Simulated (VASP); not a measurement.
Input of a VASP 6.6.1 run:

File INCAR:

```
SYSTEM = Cs
PREC = Accurate ; ENCUT = 520
EDIFF = 1E-7 ; ISMEAR = -1
SIGMA = 0.08 ; LREAL = .FALSE.
LASPH = .TRUE. ; NELM = 60
ALGO = Normal ; ISIF = 2
LWAVE = .FALSE. ; LCHARG = .FALSE.
GGA = PS ; NBANDS = 10
```

The input KPOINTS:

```
regular mesh
0
G
  8 8 8
  0 0 0
```

Contents of POSCAR:

```
Cs
1.0
    3.9070641200      0.0000000000      0.0000000000
    0.0000000000      3.9070641200      0.0000000000
    0.0000000000      0.0000000000      3.9070641200
Cs
1
Direct
    0.0000000000      0.0000000000      0.0000000000
```

Potentials or basis: VASP PAW PBE potentials, release 64 (Cs_sv).

The run is started by

```bash
$ cat potpaw_PBE.64/Cs_sv/POTCAR > POTCAR
$ mpirun -np 1 vasp_std > vasp.out
```

Task: Estimate the pressure.

Result: 2.0 GPa.

Caveat: the PAW data sets were made with another functional, which shifts forces and pressure a little.
